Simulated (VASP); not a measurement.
# BN (Cmc2_1) in VASP: notebook

BN is run at these levels: PBE; tasks: single point.

Program: VASP 6.6.1. These are calculated values, not measurements. Logs are shortened: lines on timing, memory, paths and dates and some standing lists are left out, and cuts for length are marked.

**1. The cell of the first run**

The structure is orthorhombic, space group Cmc2_1 (No. 36). Conventional cell: a = 2.554 Å, b = 4.424 Å, c = 4.227 Å, α = 90.00°, β = 90.00°, γ = 90.00°. B (site symmetry m) has 4 N at 1.56 to 1.59 Å within 2.1 Å. Within 2.1 Å of N (site symmetry m) lie 4 B at 1.56 to 1.59 Å.

**2. Single point, PBE (mode 4 (471.6 1/cm) frozen in, largest displacement -0.075 Å)**

The input, INCAR:

```
SYSTEM = BN
  ALGO = Normal
  EDIFF = 1E-6
  ENCUT = 520
  GGA = PE
  ISIF = 2
  ISMEAR = 0
  LASPH = .True.
  LCHARG = .False.
  LREAL = .False.
  LWAVE = .False.
  NBANDS = 16
  NELM = 80
  PREC = Accurate
  SIGMA = 0.05
```

The input, KPOINTS:

```
k-points
0
Gamma
  12 12 6
  0 0 0
```

The input, POSCAR:

```
BN
1.0
    2.5539396017      0.0000000000      0.0000000000
   -1.2769698009      2.2117765748      0.0000000000
    0.0000000000      0.0000000000      4.2268550000
B N
2 2
Direct
    0.6508378451      0.3016756901      0.9997240000
    0.3491621549      0.6983243099      0.4997240000
    0.6836213629      0.3672427258      0.6252760000
    0.3163786371      0.6327572742      0.1252760000
```

Potentials or basis: VASP PAW PBE potentials, release 64 (B, N).

Command:

```console
> cat potpaw_PBE.64/B/POTCAR potpaw_PBE.64/N/POTCAR > POTCAR
> mpirun -np 1 vasp_std > vasp.out
```

OUTCAR:

```text
SYSTEM = BN
   EDIFF = 1E-6
   ENCUT = 520
   GGA = PE
   ISIF = 2
   ISMEAR = 0
   LASPH = .True.
   LREAL = .False.
   NELM = 80
   PREC = Accurate

 ion  position               nearest neighbor table
   1  0.651  0.302  1.000-   4 1.56   4 1.56   4 1.57   3 1.59
   2  0.349  0.698  0.500-   3 1.56   3 1.56   3 1.57   4 1.59
   3  0.684  0.367  0.625-   2 1.56   2 1.56   2 1.57   1 1.59
   4  0.316  0.633  0.125-   1 1.56   1 1.56   1 1.57   2 1.59

  LATTYP: Found a hexagonal cell.
 ALAT       =     2.5539396017
 C/A-ratio  =     1.6550332659

  Lattice vectors:

 A1 = (   2.5539396017,   0.0000000000,   0.0000000000)
 A2 = (  -1.2769698009,   2.2117765748,   0.0000000000)
 A3 = (   0.0000000000,   0.0000000000,   4.2268550000)

Analysis of symmetry for initial positions (statically):
=====================================================================
 Subroutine PRICEL returns:
 Original cell was already a primitive cell.

 Routine SETGRP: Setting up the symmetry group for a
 hexagonal supercell.

 Subroutine GETGRP returns: Found  4 space group operations
 (whereof  2 operations were pure point group operations)
 out of a pool of 24 trial point group operations.

The static configuration has the point symmetry C_1h.
 The point group associated with its full space group is C_2v.

Analysis of symmetry for dynamics (positions and initial velocities):
=====================================================================
 Subroutine PRICEL returns:
 Original cell was already a primitive cell.

 Routine SETGRP: Setting up the symmetry group for a
 hexagonal supercell.

 Subroutine GETGRP returns: Found  4 space group operations
 (whereof  2 operations were pure point group operations)
 out of a pool of 24 trial point group operations.

The dynamic configuration has the point symmetry C_1h.
 The point group associated with its full space group is C_2v.

 Subroutine INISYM returns: Found  4 space group operations
 (whereof  2 operations are pure point group operations),
 and found     1 'primitive' translations

----------------------------------------------------------------------------------------

                                     Primitive cell

[... 79 lines left out ...]
   dimension x,y,z NGX =    20 NGY =   20 NGZ =   32
   dimension x,y,z NGXF=    40 NGYF=   40 NGZF=   64
   ions per type =               2   2
   NGX,Y,Z   is equivalent  to a cutoff of  13.02, 13.02, 12.59 a.u.
   NGXF,Y,Z  is equivalent  to a cutoff of  26.04, 26.04, 25.17 a.u.
 SYSTEM =  BN
   PREC   = accura    normal or accurate (medium, high low for compatibility)
   ISTART =      0    job   : 0-new  1-cont  2-samecut
   ICHARG =      2    charge: 1-file 2-atom 10-const
   ISPIN  =      1    spin polarized calculation?
   LNONCOLLINEAR =      F non collinear calculations
   LSORBIT =      F    spin-orbit coupling
   LASPH  =      T    aspherical Exc in radial PAW
   ENCUT  =  520.0 eV  38.22 Ry    6.18 a.u.   4.75  4.75  7.86*2*pi/ulx,y,z
   NELM   =     80;   NELMIN=  2; NELMDL= -5     # of ELM steps
   EDIFF  = 0.1E-05   stopping-criterion for ELM
   LREAL  =      F    real-space projection
[... 7 lines left out ...]
   TEBEG  =    0.0;   TEEND  =   0.0 temperature during run
   PSTRESS=    0.0 pullay stress
   NELECT =      16.0000    total number of electrons
   NUPDOWN=      -1.0000    fix difference up-down
   EMIN   =  10.00;   EMAX   =-10.00  energy-range for DOS
   EFERMI =   0.00;   METHOD = LEGACY
   ISMEAR =     0;   SIGMA  =   0.05  broadening in eV -4-tet -1-fermi 0-gaus
   EFERMI_NEDOS =   21; number of points for ismear=-14 and -15
   IALGO  =     38    algorithm
   IMIX   =      4    mixing-type and parameters
     AMIX     =   0.40;   BMIX     =  1.00
     AMIX_MAG =   1.60;   BMIX_MAG =  1.00
  volume/ion in A,a.u.               =       5.97        40.28
  Fermi-wavevector in a.u.,A,eV,Ry     =   1.432600  2.707222 27.923836  2.052344
  Thomas-Fermi vector in A             =   2.552210
   LORBIT       =      0    0 simple, 1 ext, 2 COOP (PROOUT), +10 PAW based schemes
   GGA     = PE    functional components
   LHFCALC =     F    Hartree Fock is set to
   AEXX    =    0.0000 exact exchange contribution
   IVDW    =     0    specifies the selected vdW correction
   LEPSILON=     F    determine dielectric tensor
   LRPA    =     F    only Hartree local field effects (RPA)
 non-spin polarized calculation
 Gauss-broadening in eV      SIGMA  =   0.05
  energy-cutoff  :      520.00
  volume of cell :       23.88
 maximum number of plane-waves:       660
   NGX =  9   NGY =  9   NGZ = 15

 number of electron      16.0000000 magnetization

 Free energy of the ion-electron system (eV)
  ---------------------------------------------------
  ext. energy  EPLUGINS =         0.00000000
  ---------------------------------------------------
  free energy    TOTEN  =       -34.72514216 eV

  energy without entropy =      -34.72514216  energy(sigma->0) =      -34.72514216

 E-fermi :   7.7679     XC(G=0): -12.7675

 val. band max:        7.5223164487   @ k =   0.0000   0.0000   0.0000
 cond. band min:      12.5468706253   @ k =   0.3333   0.3333   0.0000
 fundamental gap:      5.0245541767
 Fermi energy:         7.7679290121

 k-point     1 :       0.0000    0.0000    0.0000
  band No.  band energies     occupation
      1     -12.8505      2.00000
      2      -8.7449      2.00000
      3      -3.3724      2.00000
      4       5.2716      2.00000
      5       5.4716      2.00000
      6       7.2272      2.00000
[... 433 lines left out ...]
      3      -1.2145      2.00000
      4      -0.5063      2.00000
      5       1.1373      2.00000
      6       2.4243      2.00000
[... 8 lines left out ...]
     15      23.0120      0.00000
     16      24.1704      0.00000

 [... further k-points ...]
[... 5 lines left out ...]
  --------------------------------------------------------------------------------------
  -------------------------------------------------------------------------------------
  Total        0.4999117     -0.5096035      0.0121642      0.0000000      0.0000000      0.0000000
  in kB       33.5455294    -34.1958757      0.8162556      0.0000000      0.0000000      0.0000000
  external PRESSURE =       0.0553031 kB  Pullay stress =       0.0000000 kB

 VOLUME and BASIS-vectors are now :
 -----------------------------------------------------------------------------
  energy-cutoff  :      520.00
  volume of cell :       23.88
      direct lattice vectors                 reciprocal lattice vectors
     2.553939602  0.000000000  0.000000000     0.391551938  0.226062617  0.000000000
    -1.276969801  2.211776575  0.000000000     0.000000000  0.452125233  0.000000000
     0.000000000  0.000000000  4.226855000     0.000000000  0.000000000  0.236582518

 POSITION                                       TOTAL-FORCE (eV/Angst)
 -----------------------------------------------------------------------------------
      1.27697      0.66724      4.22569        -0.000000      0.638419      0.022727
     -0.00000      1.54454      2.11226         0.000000     -0.638419      0.022727
      1.27697      0.81226      2.64295         0.000000     -0.835800     -0.022727
     -0.00000      1.39952      0.52952        -0.000000      0.835800     -0.022727
 -----------------------------------------------------------------------------------
    total drift:                               -0.000000     -0.000000      0.000231

  FREE ENERGIE OF THE ION-ELECTRON SYSTEM (eV)
  ---------------------------------------------------
  free  energy   TOTEN  =       -34.7251421646 eV

  energy  without entropy=      -34.7251421646  energy(sigma->0) =      -34.72514216
```

stdout:

```text
POSCAR found type information on POSCAR B N
 POSCAR found :  2 types and       4 ions
 scaLAPACK will be used
 LDA part: xc-table for (Slater+PW92), standard interpolation
 POSCAR, INCAR and KPOINTS ok, starting setup
 FFT: planning ... GRIDC
 FFT: planning ... GRID_SOFT
 FFT: planning ... GRID
 WAVECAR not read
 entering main loop
```

Wall time 26 s (1 thread of Intel Xeon 6975P-C (Granite Rapids), shared host); peak memory 0.16 GiB.

Results:

- Free energy: -34.7251 eV
- Pressure: 0.0 GPa
- Largest force: 0.836 eV/Å
- Band gap on the k mesh: 5.02 eV, indirect (least direct gap 8.04 eV)

Forces in eV/Å, atoms in the order of the input:
```
B    0.000  0.638  0.023
B    0.000 -0.638  0.023
N    0.000 -0.836 -0.023
N    0.000  0.836 -0.023
```

Levels at points of the mesh, in eV from the valence-band top:
| k point | band 5 | band 6 | band 7 | band 8 | band 9 | band 10 | band 11 | band 12 |
| --- | --- | --- | --- | --- | --- | --- | --- | --- |
| (0.00, 0.00, 0.00) | -2.05 | -0.30 | -0.26 | 0.00 | 8.04 | 8.28 | 8.41 | 9.62 |
| (0.50, 0.00, 0.00) | -6.75 | -4.96 | -4.59 | -2.25 | 6.61 | 8.31 | 10.35 | 11.19 |
| (0.00, 0.50, 0.00) | -7.21 | -5.03 | -3.97 | -2.19 | 6.69 | 6.78 | 10.49 | 11.11 |
| (0.00, 0.00, 0.50) | -1.26 | -1.26 | -1.23 | -1.23 | 9.13 | 9.13 | 9.82 | 9.82 |
| (0.50, 0.00, 0.50) | -3.96 | -3.96 | -3.35 | -3.35 | 6.48 | 6.48 | 9.67 | 9.67 |
| (0.00, 0.50, 0.50) | -3.82 | -3.82 | -3.73 | -3.73 | 6.30 | 6.30 | 10.12 | 10.12 |

Caveat: the cell differs from its parent crystal (mode 4 (471.6 1/cm) frozen in, largest displacement -0.075 Å). A k mesh can miss the band edges.

**3. Single point, PBE (mode 4 (471.6 1/cm) frozen in, largest displacement +0.263 Å)**

The input, INCAR:

```
SYSTEM = BN
ALGO = Normal ; EDIFF = 1E-6
ENCUT = 520 ; GGA = PE
ISIF = 2 ; ISMEAR = 0
LASPH = .TRUE. ; LCHARG = .TRUE.
LELF = .TRUE. ; LREAL = .FALSE.
LVHAR = .TRUE. ; LWAVE = .FALSE.
NBANDS = 16 ; NELM = 80
PREC = Accurate ; SIGMA = 0.05
```

The input, KPOINTS:

```
k-points
0
G
  12 12 6
  0 0 0
```

The input, POSCAR:

```
BN
1.0
    2.5539396017      0.0000000000      0.0000000000
   -1.2769698009      2.2117765748      0.0000000000
    0.0000000000      0.0000000000      4.2268550000
B N
2 2
Direct
    0.7220675423      0.4441350845      0.9997240000
    0.2779324577      0.5558649155      0.4997240000
    0.6073252298      0.2146504596      0.6252760000
    0.3926747702      0.7853495404      0.1252760000
```

Potentials or basis: VASP PAW PBE potentials, release 64 (B, N).

Command:

```console
> cat potpaw_PBE.64/B/POTCAR potpaw_PBE.64/N/POTCAR > POTCAR
> mpirun -np 1 vasp_std > vasp.out
```

Wall time 26 s (1 thread of Intel Xeon 6975P-C (Granite Rapids), shared host); peak memory 0.16 GiB.

Results (log left out):

- Free energy: -33.4894 eV
- Pressure: -0.1 GPa
- Largest force: 3.558 eV/Å
- Band gap on the k mesh: 3.89 eV, indirect (least direct gap 7.00 eV)

Forces on the atoms (eV/Å):
```
B    0.000 -1.687  0.249
B    0.000  1.687  0.249
N    0.000  3.549 -0.249
N    0.000 -3.549 -0.249
```

Stress tensor (GPa, compression positive):
```
-6.76  0.00  0.00
 0.00 -4.83  0.00
 0.00  0.00 11.27
```

Levels at points of the mesh, in eV from the valence-band top:
| k point | band 6 | band 7 | band 8 | band 9 | band 10 | band 11 |
| --- | --- | --- | --- | --- | --- | --- |
| (0.00, 0.00, 0.00) | -1.24 | -1.07 | 0.00 | 7.39 | 7.45 | 8.76 |
| (0.50, 0.00, 0.00) | -4.99 | -3.47 | -3.44 | 5.59 | 6.81 | 8.86 |
| (0.00, 0.50, 0.00) | -5.43 | -5.38 | -2.69 | 5.74 | 8.71 | 9.55 |
| (0.00, 0.00, 0.50) | -1.82 | -1.54 | -1.54 | 8.30 | 8.30 | 8.93 |
| (0.50, 0.00, 0.50) | -4.83 | -3.21 | -3.21 | 5.41 | 5.41 | 8.91 |
| (0.00, 0.50, 0.50) | -4.23 | -3.01 | -3.01 | 5.82 | 5.82 | 7.47 |

Caveat: the cell differs from its parent crystal (mode 4 (471.6 1/cm) frozen in, largest displacement +0.263 Å); forces of over 1 eV/Å act on the atoms, so gaps and moduli don't describe the material at rest. A k mesh can miss the band edges.
